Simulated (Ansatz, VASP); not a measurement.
## Two plane-wave programs on SiMo3

Contents of INCAR:

```
PREC = Accurate
ENCUT = 520
EDIFF = 1E-6
ISMEAR = 0
SIGMA = 0.05
LREAL = False
LASPH = True
NELM = 60
ALGO = Fast
ISIF = 2
LWAVE = False
LCHARG = False
GGA = PS
NBANDS = 56
```

Contents of KPOINTS:

```
regular mesh
0
Gamma
  8 8 8
```

The input POSCAR:

```
SiMo3
1.0
    4.8890000000      0.0000000000      0.0000000000
    0.0000000000      4.8890000000      0.0000000000
    0.0000000000      0.0000000000      4.8890000000
Si Mo
2 6
Direct
    0.0000000000      0.0000000000      0.0000000000
    0.5000000000      0.5000000000      0.5000000000
    0.2500000000      0.0000000000      0.5000000000
    0.5000000000      0.7500000000      0.0000000000
    0.7500000000      0.0000000000      0.5000000000
    0.5000000000      0.2500000000      0.0000000000
    0.0000000000      0.5000000000      0.7500000000
    0.0000000000      0.5000000000      0.2500000000
```

Input for Ansatz:

```yaml
crystal:
  lattice:
    - [4.889, 0.0, 0.0]
    - [0.0, 4.889, 0.0]
    - [0.0, 0.0, 4.889]
  atoms:
    - { symbol: Si, position: [0.0, 0.0, 0.0] }
    - { symbol: Si, position: [0.5, 0.5, 0.5] }
    - { symbol: Mo, position: [0.25, 0.0, 0.5] }
    - { symbol: Mo, position: [0.5, 0.75, 0.0] }
    - { symbol: Mo, position: [0.75, 0.0, 0.5] }
    - { symbol: Mo, position: [0.5, 0.25, 0.0] }
    - { symbol: Mo, position: [0.0, 0.5, 0.75] }
    - { symbol: Mo, position: [0.0, 0.5, 0.25] }
basis:
  ecutwfc: 500
  fft_grid_basis: typed
kpoints:
  mp_grid: { grid: [8, 8, 8] }
hamiltonian:
  xc: pbesol
  pseudopotentials: { kind: paw }
scf:
  occupations: { method: gaussian, width: 0.05 }
output:
  forces: true
  stress: true
  eigenvalues: true
  bader: true
  write_density: true
  volumetric_format: npy
  elf: true
```

Alike in both runs: task single point; functional PBEsol; k mesh 8 × 8 × 8; occupations gaussian, width 0.05 eV; no spin polarisation.

|  | VASP | Ansatz |
| --- | --- | --- |
| version | VASP 6.6.1 | Ansatz 0.2.0 |
| potentials or method | VASP PAW PBE potentials, release 64 (Si, Mo_sv), cutoff 520 eV | scalar-relativistic, plane waves, PAW |
| valence electrons in the cell | 92 | 92 |

```csv
,VASP,Ansatz,Ansatz less VASP
gap on the k mesh at the Fermi level (eV),none,none,-
pressure (GPa),-3.8,-4.4,-0.58
```

VASP's potentials were made for PBE, not for PBEsol. A gap of «none» marks a metal or a gap that the smearing closes.
